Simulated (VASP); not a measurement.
# Ba2Br (P4/mmm) in VASP: relaxation of cell and atoms with PBE

Aim: the relaxation of cell and atoms of Ba2Br with PBE.

Program: VASP 6.6.1. These are calculated values, not measurements. Logs are shortened: lines on timing, memory, paths and dates and some standing lists are left out, and cuts for length are marked.

**1. The cell of the first run**

The structure is tetragonal, space group P4/mmm (No. 123). The conventional cell has a = 4.723 Å, b = 4.723 Å, c = 6.490 Å, α = 90.00°, β = 90.00°, γ = 90.00°. Ba (site symmetry 4/mmm) has 4 Br at 3.34 Å within 4.4 Å. Ba (site symmetry 4/mmm) has 2 Br at 3.24 Å within 4.3 Å. Br (site symmetry 4/mmm) has 6 Ba at 3.24 to 3.34 Å within 4.3 Å.

**2. Relaxation of cell and atoms, PBE**

Contents of INCAR:

```
SYSTEM = Ba2Br
PREC = Accurate ; ENCUT = 600
EDIFF = 1E-7 ; ISMEAR = 0
SIGMA = 0.1 ; LREAL = .FALSE.
LASPH = .TRUE. ; NELM = 100
ALGO = Normal ; ISIF = 3
LWAVE = .FALSE. ; LCHARG = .FALSE.
GGA = PE ; IBRION = 2
NSW = 100 ; EDIFFG = -0.01
```

Contents of KPOINTS:

```
Automatic mesh
0
G
  10 10 8
  0 0 0
```

Contents of POSCAR:

```
Ba2Br
1.0
    4.7230179023      0.0000000000      0.0000000000
    0.0000000000      4.7230179023      0.0000000000
    0.0000000000      0.0000000000      6.4899430173
Ba Br
2 1
Direct
    0.0000000000      0.0000000000      0.0000000000
    0.5000000000      0.5000000000      0.5000000000
    0.5000000000      0.5000000000      0.0000000000
```

Potentials or basis: VASP PAW PBE potentials, release 64 (Ba_sv, Br).

Run with:

```console
cat potpaw_PBE.64/Ba_sv/POTCAR potpaw_PBE.64/Br/POTCAR > POTCAR
mpirun -np 1 vasp_std > vasp.out
```

OUTCAR:

```text
SYSTEM = Ba2Br
   PREC = Accurate
   ENCUT = 600
   EDIFF = 1E-7
   ISMEAR = 0
   LREAL = .FALSE.
   LASPH = .TRUE.
   NELM = 100
   ISIF = 3
   GGA = PE
   IBRION = 2
   NSW = 100
   EDIFFG = -0.01

 ion  position               nearest neighbor table
   1  0.000  0.000  0.000-   3 3.34   3 3.34   3 3.34   3 3.34   2 4.66   2 4.66   2 4.66   2 4.66
                             2 4.66   2 4.66   2 4.66   2 4.66
   2  0.500  0.500  0.500-   3 3.24   3 3.24   1 4.66   1 4.66   1 4.66   1 4.66   1 4.66   1 4.66
                             1 4.66   1 4.66
   3  0.500  0.500  0.000-   2 3.24   2 3.24   1 3.34   1 3.34   1 3.34   1 3.34

  LATTYP: Found a simple tetragonal cell.
 ALAT       =     4.7230179023
 C/A-ratio  =     1.3741093410

  Lattice vectors:

 A1 = (   4.7230179023,   0.0000000000,   0.0000000000)
 A2 = (   0.0000000000,   4.7230179023,   0.0000000000)
 A3 = (   0.0000000000,   0.0000000000,   6.4899430173)

Analysis of symmetry for initial positions (statically):
=====================================================================
 Subroutine PRICEL returns:
 Original cell was already a primitive cell.

 Routine SETGRP: Setting up the symmetry group for a
 simple tetragonal supercell.

 Subroutine GETGRP returns: Found 16 space group operations
 (whereof 16 operations were pure point group operations)
 out of a pool of 16 trial point group operations.

The static configuration has the point symmetry D_4h.

Analysis of symmetry for dynamics (positions and initial velocities):
=====================================================================
 Subroutine PRICEL returns:
 Original cell was already a primitive cell.

 Routine SETGRP: Setting up the symmetry group for a
 simple tetragonal supercell.

 Subroutine GETGRP returns: Found 16 space group operations
 (whereof 16 operations were pure point group operations)
 out of a pool of 16 trial point group operations.

The dynamic configuration has the point symmetry D_4h.

 Subroutine INISYM returns: Found 16 space group operations
 (whereof 16 operations are pure point group operations),
 and found     1 'primitive' translations

----------------------------------------------------------------------------------------

                                     Primitive cell

  volume of cell :     144.7705

  direct lattice vectors                    reciprocal lattice vectors
     4.723017902  0.000000000  0.000000000     0.211729030  0.000000000  0.000000000
     0.000000000  4.723017902  0.000000000     0.000000000  0.211729030  0.000000000
     0.000000000  0.000000000  6.489943017     0.000000000  0.000000000  0.154084558

  length of vectors
     4.723017902  4.723017902  6.489943017     0.211729030  0.211729030  0.154084558

  position of ions in fractional coordinates (direct lattice)
     0.000000000  0.000000000  0.000000000
     0.500000000  0.500000000  0.500000000
     0.500000000  0.500000000  0.000000000

  ion indices of the primitive-cell ions
   primitive index   ion index
                 1           1
                 2           2
                 3           3

----------------------------------------------------------------------------------------

 KPOINTS: Automatic mesh

Automatic generation of k-mesh.
 Grid dimensions read from file:
 generate k-points for:   10   10    8

 Generating k-lattice:

  Cartesian coordinates                     Fractional coordinates (reciprocal lattice)
     0.021172903  0.000000000  0.000000000     0.100000000  0.000000000  0.000000000
     0.000000000  0.021172903  0.000000000     0.000000000  0.100000000  0.000000000
     0.000000000  0.000000000  0.019260570     0.000000000  0.000000000  0.125000000

  Length of vectors
     0.021172903  0.021172903  0.019260570

  Shift w.r.t. Gamma in fractional coordinates (k-lattice)
     0.000000000  0.000000000  0.000000000

 Subroutine IBZKPT returns following result:
 ===========================================

 Found    105 irreducible k-points:

 Following reciprocal coordinates:
            Coordinates               Weight
  0.000000  0.000000  0.000000      1.000000
  0.100000  0.000000  0.000000      4.000000
  0.200000  0.000000  0.000000      4.000000
  0.300000  0.000000  0.000000      4.000000
  0.400000  0.000000  0.000000      4.000000
  0.500000  0.000000  0.000000      2.000000
[... 16 lines left out ...]
  0.100000  0.000000  0.125000      8.000000
  0.200000  0.000000  0.125000      8.000000
 [... further k-points ...]
   k-points           NKPTS =    105   k-points in BZ     NKDIM =    105   number of bands    NBANDS=     17
   number of dos      NEDOS =    301   number of ions     NIONS =      3
   total plane-waves  NPLWV =  86400
   dimension x,y,z NGX =    40 NGY =   40 NGZ =   54
   dimension x,y,z NGXF=    80 NGYF=   80 NGZF=  108
   ions per type =               2   1
   NGX,Y,Z   is equivalent  to a cutoff of  14.08, 14.08, 13.83 a.u.
   NGXF,Y,Z  is equivalent  to a cutoff of  28.16, 28.16, 27.67 a.u.
 SYSTEM =  Ba2Br
   PREC   = accura    normal or accurate (medium, high low for compatibility)
   ISTART =      0    job   : 0-new  1-cont  2-samecut
   ICHARG =      2    charge: 1-file 2-atom 10-const
   ISPIN  =      1    spin polarized calculation?
   LNONCOLLINEAR =      F non collinear calculations
   LSORBIT =      F    spin-orbit coupling
   LASPH  =      T    aspherical Exc in radial PAW
   ENCUT  =  600.0 eV  44.10 Ry    6.64 a.u.   9.43  9.43 12.96*2*pi/ulx,y,z
   NELM   =    100;   NELMIN=  2; NELMDL= -5     # of ELM steps
   EDIFF  = 0.1E-06   stopping-criterion for ELM
   LREAL  =      F    real-space projection
   EDIFFG = -.1E-01   stopping-criterion for IOM
   NSW    =    100    number of steps for IOM
   IBRION =      2    ionic relax: 0-MD 1-quasi-New 2-CG
   NFREE  =      1    steps in history (QN), initial steepest desc. (CG)
   ISIF   =      3    stress and relaxation
   ISYM   =      2    0-nonsym 1-usesym 2-fastsym
   POTIM  = 0.5000    time-step for ionic-motion
   TEBEG  =    0.0;   TEEND  =   0.0 temperature during run
   PSTRESS=    0.0 pullay stress
   NELECT =      27.0000    total number of electrons
   NUPDOWN=      -1.0000    fix difference up-down
   EMIN   =  10.00;   EMAX   =-10.00  energy-range for DOS
   EFERMI =   0.00;   METHOD = LEGACY
   ISMEAR =     0;   SIGMA  =   0.10  broadening in eV -4-tet -1-fermi 0-gaus
   EFERMI_NEDOS =   21; number of points for ismear=-14 and -15
   IALGO  =     38    algorithm
   IMIX   =      4    mixing-type and parameters
     AMIX     =   0.40;   BMIX     =  1.00
     AMIX_MAG =   1.60;   BMIX_MAG =  1.00
  volume/ion in A,a.u.               =      48.26       325.65
  Fermi-wavevector in a.u.,A,eV,Ry     =   0.935340  1.767536 11.903199  0.874860
  Thomas-Fermi vector in A             =   2.062237
   LORBIT       =      0    0 simple, 1 ext, 2 COOP (PROOUT), +10 PAW based schemes
   GGA     = PE    functional components
   LHFCALC =     F    Hartree Fock is set to
   AEXX    =    0.0000 exact exchange contribution
   IVDW    =     0    specifies the selected vdW correction
   LEPSILON=     F    determine dielectric tensor
   LRPA    =     F    only Hartree local field effects (RPA)
 conjugate gradient relaxation of ions
 non-spin polarized calculation
 Gauss-broadening in eV      SIGMA  =   0.10
  energy-cutoff  :      600.00
  volume of cell :      144.77
 maximum number of plane-waves:      4866
 NGX is ok and might be reduce to    40
   NGX = 19   NGY = 19   NGZ = 25

--------------------------------------- Ionic step        1  -------------------------------------------

 number of electron      26.9999998 magnetization

 Free energy of the ion-electron system (eV)
  ---------------------------------------------------
  ext. energy  EPLUGINS =         0.00000000
  ---------------------------------------------------
  free energy    TOTEN  =        -8.41198129 eV

  energy without entropy =       -8.39320673  energy(sigma->0) =       -8.40259401

------------------------ aborting loop because EDIFF is reached ----------------------------------------

  FORCE on cell =-STRESS in cart. coord.  units (eV):
  Direction    XX          YY          ZZ          XY          YZ          ZX
  --------------------------------------------------------------------------------------
  -------------------------------------------------------------------------------------
  Total        0.1629194      0.1629194      0.4845602      0.0000000      0.0000000      0.0000000
  in kB        1.8030318      1.8030318      5.3626354      0.0000000      0.0000000      0.0000000
  external PRESSURE =       2.9895663 kB  Pullay stress =       0.0000000 kB
[... 133 lines left out ...]
  energy  without entropy=       -8.3960435991  energy(sigma->0) =       -8.40566913

--------------------------------------- Ionic step        5  -------------------------------------------

 number of electron      27.0000000 magnetization

 Free energy of the ion-electron system (eV)
  ---------------------------------------------------
  ext. energy  EPLUGINS =         0.00000000
  ---------------------------------------------------
  free energy    TOTEN  =        -8.41533391 eV

  energy without entropy =       -8.39606595  energy(sigma->0) =       -8.40569993

 E-fermi :   2.6610     XC(G=0):  -7.7170

 val. band max:        2.6581812293   @ k =   0.2000   0.1000   0.2500
 cond. band min:       2.6698200446   @ k =   0.5000   0.4000   0.3750
 fundamental gap:      0.0116388153
 Fermi energy:         2.6609542614

 k-point     1 :       0.0000    0.0000    0.0000
  band No.  band energies     occupation
      1     -26.6158      2.00000
      2     -26.4393      2.00000
      3     -14.7903      2.00000
      4     -11.9458      2.00000
      5     -11.8588      2.00000
      6     -11.8588      2.00000
[... 9 lines left out ...]
     16       3.6771      0.00000
     17       3.6771      0.00000
[... 443 lines left out ...]
      1     -26.6120      2.00000
      2     -26.4379      2.00000
      3     -14.8566      2.00000
      4     -11.8857      2.00000
      5     -11.8375      2.00000
      6     -11.7975      2.00000
[... 9 lines left out ...]
     16       3.9466      0.00000
     17       3.9628      0.00000

 [... further k-points ...]

------------------------ aborting loop because EDIFF is reached ----------------------------------------

  FORCE on cell =-STRESS in cart. coord.  units (eV):
  Direction    XX          YY          ZZ          XY          YZ          ZX
  --------------------------------------------------------------------------------------
  -------------------------------------------------------------------------------------
  Total       -0.0157385     -0.0157385      0.0160562      0.0000000      0.0000000     -0.0000000
  in kB       -0.1710398     -0.1710398      0.1744928      0.0000000      0.0000000     -0.0000000
  external PRESSURE =      -0.0558622 kB  Pullay stress =       0.0000000 kB
[... 18 lines left out ...]
  FREE ENERGIE OF THE ION-ELECTRON SYSTEM (eV)
  ---------------------------------------------------
  free  energy   TOTEN  =        -8.4153339085 eV

  energy  without entropy=       -8.3960659468  energy(sigma->0) =       -8.40569993

 reached required accuracy - stopping structural energy minimisation
```

Wall time 25 min (1 thread of Intel Xeon 8259CL, shared host); peak memory 0.55 GiB.

What came out:

```yaml
Free_energy: -8.4153 eV
Relaxed_volume: 49.14 Å³/atom
Relaxed_cell: a = 4.738 Å, b = 4.738 Å, c = 6.567 Å, α = 90.00°, β = 90.00°, γ = 90.00°
Space_group_after_relaxing_to_0.1_Å: P4/mmm (No. 123)
Energy_gained_by_relaxing: 1.1 meV/atom
Ionic_steps: 5
Pressure_after_relaxing: 0.0 GPa
Band_gap_on_the_k_mesh: zero (an odd number of electrons rules out a gap without spin polarisation)
```

Step by step:
| step | energy change (eV) | largest force (eV/Å) | pressure (GPa) | volume (Å³) |
| --- | --- | --- | --- | --- |
| 1 | 0.0000 | 0.0000 | 0.30 | 144.77 |
| 2 | -0.0030 | 0.0000 | 0.08 | 146.66 |
| 3 | -0.0033 | 0.0000 | -0.02 | 147.58 |
| 4 | -0.0033 | 0.0000 | -0.01 | 147.52 |
| 5 | -0.0034 | 0.0000 | -0.01 | 147.43 |

Final structure:
```cif
data_structure
_symmetry_space_group_name_H-M 'P 1'
_symmetry_Int_Tables_number 1
_cell_length_a 4.7382
_cell_length_b 4.7382
_cell_length_c 6.5666
_cell_angle_alpha 90.000
_cell_angle_beta 90.000
_cell_angle_gamma 90.000
_cell_volume 147.43
loop_
_atom_site_label
_atom_site_type_symbol
_atom_site_fract_x
_atom_site_fract_y
_atom_site_fract_z
_atom_site_occupancy
Ba1 Ba 0.00000 0.00000 0.00000 1
Ba2 Ba 0.50000 0.50000 0.50000 1
Br1 Br 0.50000 0.50000 0.00000 1
```

Caveat: spin-orbit coupling is left out, which moves the levels of the heavy elements.
